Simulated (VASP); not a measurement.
GaP: single point with PBE

**Measured values to compare with.**

From “Stacking defects in GaP nanowires: Electronic structure and optical properties”, 2018, arxiv:1810.01194, for a bulk crystal of GaP at 10 K: band gap 2.34 eV (indirect).

Crystal: GaP.

```
Ga P
1.0
     0.00000    2.75308    2.75308
     2.75308    0.00000    2.75308
     2.75308    2.75308    0.00000
Ga P
1 1
Direct
  0.00000 0.00000 0.00000
  0.75000 0.75000 0.75000
```

* Program: VASP 6.6.1
* Task: single point
* Functional: PBE
* Potentials or basis: VASP PAW PBE potentials, release 64 (Ga_d, P)
* Cutoff: 520 eV
* k mesh: 10 × 10 × 10
* Occupations: gaussian, width 0.05 eV
* Spin: no spin polarisation
* Dipole correction: no
* Further INCAR settings: ALGO = Normal; EDIFF = 1e-06; NBANDS = 16

- Pressure: -0.1 GPa
- Band gap on the k mesh: 1.58 eV, direct

Levels at points of the mesh, in eV from the valence-band top:
```
           k point  band 6  band 7  band 8  band 9  band 10  band 11  band 12  band 13
(0.00, 0.00, 0.00)  -12.27    0.00    0.00    0.00     1.58     3.90     3.90     3.90
(0.50, 0.00, 0.00)  -10.30   -6.46   -1.07   -1.07     1.58     4.73     4.73     8.22
(0.50, 0.50, 0.00)   -9.44   -6.61   -2.58   -2.58     1.72     1.85    10.37    10.37
```

Run time: 53 s on 1 thread of AMD EPYC 7R13 (shared host), peak memory 0.15 GiB.

Against the measured gap of GaP, 2.34 eV (indirect; 10 K; quoted in “Stacking defects in GaP nanowires: Electronic structure and optical properties”, 2018, arxiv:1810.01194), the calculated 1.58 eV is off by -0.76 eV. Spin-orbit coupling on Ga is left out. The value is that of PBE on a finite k mesh, which can miss the band edges, without temperature or zero-point motion. Semilocal functionals fall short of measured gaps as a rule.
